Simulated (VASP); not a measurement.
Write the native input for VASP 6.6.1 that does the following.

| Quantity | Value |
| --- | --- |
| Task | single point |
| Functional | LDA |
| Potentials or basis | VASP PAW LDA potentials, release 64 (Ir) |
| Cutoff | 520 eV |
| k mesh | 22 × 22 × 22 |
| Occupations | gaussian, width 0.15 eV |
| Spin | no spin polarisation |
| Dipole correction | no |
| Further INCAR settings | ALGO = Fast; EDIFF = 1e-07; NBANDS = 10 |

The structure of Ir lies in POSCAR:

```
Ir
1.0
    0.0000000000      1.7602099769      2.0541650431
    1.7602099769      0.0000000000      2.0541650431
    1.7602099769      1.7602099769      0.0000000000
Ir
1
Direct
    0.0000000000      0.0000000000      0.0000000000
```

The input as run:

INCAR

```
  PREC = Accurate
  ENCUT = 520
  EDIFF = 1E-7
  ISMEAR = 0
  SIGMA = 0.15
  LREAL = F
  LASPH = T
  NELM = 60
  ALGO = Fast
  ISIF = 2
  LWAVE = F
  LCHARG = F
  GGA = CA
  NBANDS = 10
```

KPOINTS

```
Automatic mesh
0
Gamma
  22 22 22
```

Potentials or basis: VASP PAW LDA potentials, release 64 (Ir).

Command:

```sh
$ cat potpaw_LDA.64/Ir/POTCAR > POTCAR
$ mpirun -np 1 vasp_std > vasp.out
```

It gave:

- Pressure: 53.3 GPa
- Band gap on the k mesh: zero (an odd number of electrons rules out a gap without spin polarisation)

Caveat: the cell stands under pressure; spin-orbit coupling is left out, which moves the levels of the heavy elements.

Wall time 2.6 min on 1 thread of Intel(R) Xeon(R) Platinum 8488C (Sapphire Rapids) (shared host), peak memory 0.23 GiB.
